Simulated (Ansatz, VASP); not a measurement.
## Mo in VASP and in Ansatz

```
Mo
1.0
    -1.70846    1.57100    1.57100
     1.70846   -1.57100    1.57100
     1.70846    1.57100   -1.57100
Mo
1
Direct
  0.00000 0.00000 0.00000
```

Change from the starting cell: strain +0.0875 x Voigt [1, 0, 0, 0, 0, 0], atoms carried along.

Alike in both runs: task single point; functional PBE; k mesh 22 × 22 × 22; occupations gaussian, width 0.15 eV; no spin polarisation.

```csv
,VASP,Ansatz
version,VASP 6.6.1,Ansatz 0.2.0
potentials or method,"VASP PAW PBE potentials, release 64 (Mo_sv), cutoff 520 eV","scalar-relativistic, plane waves, PAW"
valence electrons in the cell,14,14
```

```csv
,VASP,Ansatz,Ansatz less VASP
gap on the k mesh at the Fermi level (eV),none,none,-
pressure (GPa),-13.7,-14.1,-0.38
"traceless stress, the component that is largest in VASP (GPa)",-12.77,-12.78,-0.010
```

A gap of «none» marks a metal or a gap that the smearing closes. With one functional, cell and mesh, what is left measures potentials, basis and numerics.
